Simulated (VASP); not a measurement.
# MnO (P1) in VASP: single point with b88 exchange, lda correlation

Aim: the single point of MnO with b88 exchange, lda correlation.

Program: VASP 6.6.1. These are calculated values, not measurements. Logs are shortened: lines on timing, memory, paths and dates and some standing lists are left out, and cuts for length are marked.

### Step 1. The cell of the first run

The typed cell holds 2 atoms: a = 3.117 Å, b = 3.181 Å, c = 3.139 Å, α = 60.71°, β = 59.70°, γ = 59.48°.

### Step 2. Single point, b88 exchange, lda correlation, collinear spin, ferromagnetic start

The input, INCAR:

```
SYSTEM = MnO
PREC = Accurate
ENCUT = 700
EDIFF = 1E-6
ISMEAR = -1
SIGMA = 0.01
LREAL = .False.
LASPH = .True.
NELM = 200
ALGO = Normal
ISIF = 2
LWAVE = .False.
LCHARG = .False.
ISPIN = 2
MAGMOM = 2.8 0
LORBIT = 11
LMAXMIX = 4
GGA = LIBXC
LIBXC1 = GGA_X_B88
LIBXC2 = LDA_C_PW
NBANDS = 22
GGA_COMPAT = .False.
```

The input, KPOINTS:

```
Automatic mesh
0
Gamma
  5 5 5
  0 0 0
```

The input, POSCAR:

```
MnO
1.0
    0.0290900000      2.1926600000      2.2145800000
    2.2320800000     -0.0219700000      2.2656400000
    2.2139500000      2.2255900000     -0.0038400000
Mn O
1 1
Direct
    0.9639500014      0.9934400000      0.0283399983
    0.4746799985      0.5215499995      0.4945500015
```

Potentials or basis: VASP PAW PBE potentials, release 64 (Mn_sv, O).

On the command line:

```sh
cat potpaw_PBE.64/Mn_sv/POTCAR potpaw_PBE.64/O/POTCAR > POTCAR
mpirun -np 1 vasp_std > vasp.out
```

OUTCAR:

```text
SYSTEM = MnO
   PREC = Accurate
   ENCUT = 700
   EDIFF = 1E-6
   ISMEAR = -1
   LREAL = .False.
   LASPH = .True.
   NELM = 200
   ISIF = 2
   ISPIN = 2
   LORBIT = 11
   GGA = LIBXC

 ion  position               nearest neighbor table
   1  0.964  0.993  0.028-   2 2.15   2 2.17   2 2.20   2 2.22   2 2.28   2 2.33
   2  0.475  0.522  0.495-   1 2.15   1 2.17   1 2.20   1 2.22   1 2.28   1 2.33

  Warning from LATTYP: Got some problem with cell dimensions!
  Tried to take original basis but could not verify dimensions!
  LATTYP: Found a triclinic cell.
 ALAT       =     3.1941186767
 B/A-ratio  =     1.4040319489
 C/A-ratio  =     0.9828194553
 COS(alpha) =     0.0024762047
 COS(beta)  =     0.4957283046
 COS(gamma) =     0.7190994983

  Lattice vectors:

 A1 = (   0.0181300000,  -2.2475600000,   2.2694800000)
 A2 = (   0.0472200000,  -0.0549000000,   4.4840600000)
 A3 = (  -2.2139500000,  -2.2255900000,   0.0038400000)

Analysis of symmetry for initial positions (statically):
=====================================================================
 Subroutine PRICEL returns:
 Original cell was already a primitive cell.

 Routine SETGRP: Setting up the symmetry group for a
 triclinic supercell.

 Subroutine GETGRP returns: Found  1 space group operations
 (whereof  1 operations were pure point group operations)
 out of a pool of  2 trial point group operations.

The static configuration has the point symmetry C_1 .

Analysis of symmetry for dynamics (positions and initial velocities):
=====================================================================
 Subroutine PRICEL returns:
 Original cell was already a primitive cell.

 Routine SETGRP: Setting up the symmetry group for a
 triclinic supercell.

 Subroutine GETGRP returns: Found  1 space group operations
 (whereof  1 operations were pure point group operations)
 out of a pool of  2 trial point group operations.

The dynamic configuration has the point symmetry C_1 .

Analysis of structural, dynamic, and magnetic symmetry:
=====================================================================
 Subroutine PRICEL returns:
 Original cell was already a primitive cell.

 Routine SETGRP: Setting up the symmetry group for a
 triclinic supercell.

 Subroutine GETGRP returns: Found  1 space group operations
 (whereof  1 operations were pure point group operations)
 out of a pool of  2 trial point group operations.

The overall configuration has the point symmetry C_1 .

 Subroutine INISYM returns: Found  1 space group operations
 (whereof  1 operations are pure point group operations),
 and found     1 'primitive' translations

----------------------------------------------------------------------------------------

                                     Primitive cell

  volume of cell :      21.9796

  direct lattice vectors                    reciprocal lattice vectors
     0.029090000  2.192660000  2.214580000    -0.229408222  0.228602179  0.228226856
     2.232080000 -0.021970000  2.265640000     0.224624949 -0.223074155  0.217915558
     2.213950000  2.225590000 -0.003840000     0.228231274  0.221897208 -0.222698832

  length of vectors
     3.116563601  3.180532725  3.139241978     0.396200185  0.384324910  0.388487651

  position of ions in fractional coordinates (direct lattice)
     0.963950001  0.993440000  0.028339998
     0.474679999  0.521550000  0.494550002

  ion indices of the primitive-cell ions
   primitive index   ion index
                 1           1
                 2           2

----------------------------------------------------------------------------------------

 KPOINTS: Automatic mesh

Automatic generation of k-mesh.
 Grid dimensions read from file:
 generate k-points for:    5    5    5

 Generating k-lattice:

  Cartesian coordinates                     Fractional coordinates (reciprocal lattice)
    -0.045881644  0.045720436  0.045645371     0.200000000  0.000000000  0.000000000
     0.044924990 -0.044614831  0.043583112    -0.000000000  0.200000000 -0.000000000
     0.045646255  0.044379442 -0.044539766     0.000000000  0.000000000  0.200000000

  Length of vectors
     0.079240037  0.076864982  0.077697530

  Shift w.r.t. Gamma in fractional coordinates (k-lattice)
     0.000000000  0.000000000  0.000000000

 Subroutine IBZKPT returns following result:
 ===========================================

 Found     63 irreducible k-points:

 Following reciprocal coordinates:
            Coordinates               Weight
  0.000000  0.000000  0.000000      1.000000
  0.200000 -0.000000  0.000000      2.000000
  0.400000 -0.000000  0.000000      2.000000
 -0.000000  0.200000  0.000000      2.000000
  0.200000  0.200000  0.000000      2.000000
  0.400000  0.200000  0.000000      2.000000
[... 16 lines left out ...]
 -0.200000  0.200000  0.200000      2.000000
 -0.000000  0.400000  0.200000      2.000000
 [... further k-points ...]
   k-points           NKPTS =     63   k-points in BZ     NKDIM =     63   number of bands    NBANDS=     22
   number of dos      NEDOS =    301   number of ions     NIONS =      2
   total plane-waves  NPLWV =  21952
   dimension x,y,z NGX =    28 NGY =   28 NGZ =   28
   dimension x,y,z NGXF=    56 NGYF=   56 NGZF=   56
   ions per type =               1   1
   NGX,Y,Z   is equivalent  to a cutoff of  14.94, 14.64, 14.83 a.u.
   NGXF,Y,Z  is equivalent  to a cutoff of  29.87, 29.27, 29.66 a.u.
 SYSTEM =  MnO
   PREC   = accura    normal or accurate (medium, high low for compatibility)
   ISTART =      0    job   : 0-new  1-cont  2-samecut
   ICHARG =      2    charge: 1-file 2-atom 10-const
   ISPIN  =      2    spin polarized calculation?
   LNONCOLLINEAR =      F non collinear calculations
   LSORBIT =      F    spin-orbit coupling
   LASPH  =      T    aspherical Exc in radial PAW
   ENCUT  =  700.0 eV  51.45 Ry    7.17 a.u.   6.72  6.86  6.77*2*pi/ulx,y,z
   NELM   =    200;   NELMIN=  2; NELMDL= -5     # of ELM steps
   EDIFF  = 0.1E-05   stopping-criterion for ELM
   LREAL  =      F    real-space projection
   EDIFFG = 0.1E-04   stopping-criterion for IOM
   NSW    =      0    number of steps for IOM
   IBRION =     -1    ionic relax: 0-MD 1-quasi-New 2-CG
   NFREE  =      0    steps in history (QN), initial steepest desc. (CG)
   ISIF   =      2    stress and relaxation
   ISYM   =      2    0-nonsym 1-usesym 2-fastsym
   POTIM  = 0.5000    time-step for ionic-motion
   TEBEG  =    0.0;   TEEND  =   0.0 temperature during run
   PSTRESS=    0.0 pullay stress
   NELECT =      21.0000    total number of electrons
   NUPDOWN=      -1.0000    fix difference up-down
   EMIN   =  10.00;   EMAX   =-10.00  energy-range for DOS
   EFERMI =   0.00;   METHOD = LEGACY
   ISMEAR =    -1;   SIGMA  =   0.01  broadening in eV -4-tet -1-fermi 0-gaus
   EFERMI_NEDOS =   21; number of points for ismear=-14 and -15
   IALGO  =     38    algorithm
   IMIX   =      4    mixing-type and parameters
     AMIX     =   0.40;   BMIX     =  1.00
     AMIX_MAG =   1.60;   BMIX_MAG =  1.00
  volume/ion in A,a.u.               =      10.99        74.16
  Fermi-wavevector in a.u.,A,eV,Ry     =   1.612407  3.047007 35.373190  2.599856
  Thomas-Fermi vector in A             =   2.707642
   LORBIT       =     11    0 simple, 1 ext, 2 COOP (PROOUT), +10 PAW based schemes
   GGA     = LIBXC    functional components
   LHFCALC =     F    Hartree Fock is set to
   AEXX    =    0.0000 exact exchange contribution
   IVDW    =     0    specifies the selected vdW correction
   LEPSILON=     F    determine dielectric tensor
   LRPA    =     F    only Hartree local field effects (RPA)
 spin polarized calculation
  energy-cutoff  :      700.00
  volume of cell :       21.98
 maximum number of plane-waves:       934
   NGX = 13   NGY = 13   NGZ = 13

 number of electron      20.9999995 magnetization       4.9043285

 Free energy of the ion-electron system (eV)
  ---------------------------------------------------
  ext. energy  EPLUGINS =         0.00000000
  ---------------------------------------------------
  free energy    TOTEN  =       -14.60425178 eV

  energy without entropy =      -14.60375770  energy(sigma->0) =      -14.60400474

 E-fermi :   9.1303     XC(G=0): -11.6593

 val. band max:        9.1219817628   @ k =  -0.2000   0.2000  -0.0000
 cond. band min:       9.1304919008   @ k =   0.4000   0.4000   0.4000
 fundamental gap:      0.0085101380
 Fermi energy:         9.1303085242

 spin component 1

 k-point     1 :       0.0000    0.0000    0.0000
  band No.  band energies     occupation
      1     -72.4496      1.00000
      2     -41.2586      1.00000
      3     -41.2506      1.00000
      4     -41.2386      1.00000
      5     -11.0127      1.00000
      6       5.1047      1.00000
[... 14 lines left out ...]
     21      29.2388      0.00000
     22      31.8411      0.00000
[... 552 lines left out ...]
  band No.  band energies     occupation
      1     -72.4437      1.00000
      2     -41.2974      1.00000
      3     -41.2653      1.00000
      4     -41.2570      1.00000
      5     -10.2503      1.00000
      6       1.9553      1.00000
[... 14 lines left out ...]
     21      33.7960      0.00000
     22      35.8451      0.00000

 [... further k-points ...]

 spin component 2

 k-point     1 :       0.0000    0.0000    0.0000
  band No.  band energies     occupation
      1     -67.7729      1.00000
      2     -36.6993      1.00000
      3     -36.6799      1.00000
      4     -36.6476      1.00000
      5     -10.5384      1.00000
      6       5.7115      1.00000
[... 14 lines left out ...]
     21      31.6286      0.00000
     22      33.2135      0.00000
[... 552 lines left out ...]
  band No.  band energies     occupation
      1     -67.7657      1.00000
      2     -36.7476      1.00000
      3     -36.6985      1.00000
      4     -36.6711      1.00000
      5      -9.7958      1.00000
      6       2.8110      1.00000
[... 14 lines left out ...]
     21      34.7886      0.00000
     22      36.7022      0.00000

 [... further k-points ...]

------------------------ aborting loop because EDIFF is reached ----------------------------------------

  FORCE on cell =-STRESS in cart. coord.  units (eV):
  Direction    XX          YY          ZZ          XY          YZ          ZX
  --------------------------------------------------------------------------------------
  -------------------------------------------------------------------------------------
  Total        1.4750799      1.6230099      1.8762068     -0.0422448      0.2543182     -0.1880814
  in kB      107.5242236    118.3074025    136.7638954     -3.0793836     18.5382241    -13.7099742
  external PRESSURE =     120.8651738 kB  Pullay stress =       0.0000000 kB

 VOLUME and BASIS-vectors are now :
 -----------------------------------------------------------------------------
  energy-cutoff  :      700.00
  volume of cell :       21.98
      direct lattice vectors                 reciprocal lattice vectors
     0.029090000  2.192660000  2.214580000    -0.229408222  0.228602179  0.228226856
     2.232080000 -0.021970000  2.265640000     0.224624949 -0.223074155  0.217915558
     2.213950000  2.225590000 -0.003840000     0.228231274  0.221897208 -0.222698832

 POSITION                                       TOTAL-FORCE (eV/Angst)
 -----------------------------------------------------------------------------------
      2.30822      2.15486      4.38541        -0.032437     -0.174223      0.258906
      2.27286      2.13002      2.23096         0.032437      0.174223     -0.258906
 -----------------------------------------------------------------------------------
    total drift:                               -0.000056     -0.000513     -0.000125

  FREE ENERGIE OF THE ION-ELECTRON SYSTEM (eV)
  ---------------------------------------------------
  free  energy   TOTEN  =       -14.6042517780 eV

  energy  without entropy=      -14.6037577022  energy(sigma->0) =      -14.60400474

 total charge

# of ion       s       p       d       tot
------------------------------------------
    1        2.115   6.010   4.718  12.843
    2        1.551   3.473   0.000   5.025
--------------------------------------------------
tot          3.667   9.483   4.718  17.868

 magnetization (x)

# of ion       s       p       d       tot
------------------------------------------
    1        0.024   0.011   4.208   4.244
    2        0.030   0.205   0.000   0.235
--------------------------------------------------
tot          0.054   0.216   4.208   4.479
```

Wall time 64 s (1 thread of AMD EPYC 9R45 (Zen 5), shared host); peak memory 0.19 GiB.

Results:

* Free energy: -14.6043 eV
* Pressure: 12.1 GPa
* Largest force: 0.314 eV/Å
* Net moment: 4.90 μB per cell
* Site moments: Mn +4.24; O +0.23 μB
* Valence electrons inside the program's atomic spheres: Mn 12.84; O 5.03

Forces on the atoms (eV/Å):
```
Mn  -0.032 -0.174  0.259
O    0.032  0.174 -0.259
```

Caveat: the k points lie up to 0.50 Å⁻¹ apart; the PAW data sets were made with another functional, which shifts forces and pressure a little; a cell with one magnetic atom can't hold antiferromagnetic order, which such compounds often take; semilocal functionals often make such compounds metallic where correlation or magnetic order opens a gap, which also shifts bond lengths.
